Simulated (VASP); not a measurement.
Wanted: the native input for a VASP 6.6.1 run.

```yaml
Task: single point
Functional: PBEsol
Potentials_or_basis: VASP PAW PBE potentials, release 64 (Cd, Se)
Cutoff: 520 eV
k_mesh: 14 × 14 × 14
Occupations: gaussian, width 0.15 eV
Spin: no spin polarisation
Dipole_correction: no
Further_INCAR_settings: ALGO = Normal; EDIFF = 1e-06; NBANDS = 16
```

The structure of CdSe lies in POSCAR:

```
CdSe
1.0
    0.0000000000      2.8739580000      2.8739580000
    2.8739580000      0.0000000000      2.8739580000
    2.8739580000      2.8739580000      0.0000000000
Cd Se
1 1
Direct
    0.0000000000      0.0000000000      0.0000000000
    0.5000000000      0.5000000000      0.5000000000
```

The input as run:

INCAR

```
SYSTEM = CdSe
  ALGO = Normal
  EDIFF = 1E-6
  ENCUT = 520
  GGA = PS
  ISIF = 2
  ISMEAR = 0
  LASPH = .TRUE.
  LCHARG = .FALSE.
  LREAL = .FALSE.
  LWAVE = .FALSE.
  NBANDS = 16
  NELM = 60
  PREC = Accurate
  SIGMA = 0.15
```

KPOINTS

```
k-points
0
G
  14 14 14
  0 0 0
```

Potentials or basis: VASP PAW PBE potentials, release 64 (Cd, Se).

Run with:

```console
$ cat potpaw_PBE.64/Cd/POTCAR potpaw_PBE.64/Se/POTCAR > POTCAR
$ mpirun -np 1 vasp_std > vasp.out
```

Results of the run:

The pressure is -3.5 GPa and the band gap on the k mesh is zero (band 9 reaches 2.11 eV, above the bottom of band 10 at 1.59 eV).

Caveat: the PAW data sets were made with another functional, which shifts forces and pressure a little.

Wall time 110 s on 1 thread of Intel(R) Xeon(R) Platinum 8488C (Sapphire Rapids) (shared host), peak memory 0.22 GiB.
